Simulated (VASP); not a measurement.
Crystal: CuO.

```
Cu O
1.0
     2.83633    0.00000    0.00000
    -1.41816    2.45633    0.00000
     0.00000    0.00000    2.76811
Cu O
1 1
Direct
  0.00000 0.00000 0.00000
  0.66667 0.33333 0.50000
```

| Property | Result |
| --- | --- |
| Program | VASP 6.6.1 |
| Task | relaxation of cell and atoms |
| Functional | LDA |
| Potentials or basis | VASP PAW LDA potentials, release 64 (Cu, O) |
| Cutoff | 600 eV |
| k mesh | 9 × 9 × 8 |
| Occupations | fermi-dirac, width 0.05 eV |
| Spin | no spin polarisation |

At the start: pressure -16.1 GPa; volume 9.64 Å³/atom.

Q: How do energy, volume and symmetry change on relaxing?

A: Over 9 steps the energy falls by 53.1 meV/atom and the volume is 8.87 Å³/atom (-8.0 %); space group P-6m2 (No. 187, to 0.05 Å).

Step by step:
```csv
step,energy change (eV),largest force (eV/Å),pressure (GPa),volume (Å³)
1,0.0000,0.0000,-16.07,19.29
2,-0.0585,0.0000,15.48,16.70
3,-0.1039,0.0000,0.54,17.65
4,-0.1039,0.0000,0.94,17.62
5,-0.1059,0.0000,0.52,17.68
6,-0.1062,0.0000,0.42,17.71
7,-0.1062,0.0000,0.34,17.72
8,-0.1062,0.0000,-0.34,17.77
9,-0.1063,0.0000,-0.10,17.75
```

Final structure:
```yaml
crystal:
  lattice:
    - [2.79634, 0.00000, 0.00000]
    - [-1.39817, 2.42170, 0.00000]
    - [0.00000, 0.00000, 2.62086]
  atoms:
    - { symbol: Cu, position: [0.00000, 0.00000, 0.00000] }
    - { symbol: O, position: [0.66667, 0.33333, 0.50000] }
```

Caveat: an odd number of electrons without spin polarisation forces a metal; a magnetic or distorted state may lie lower.
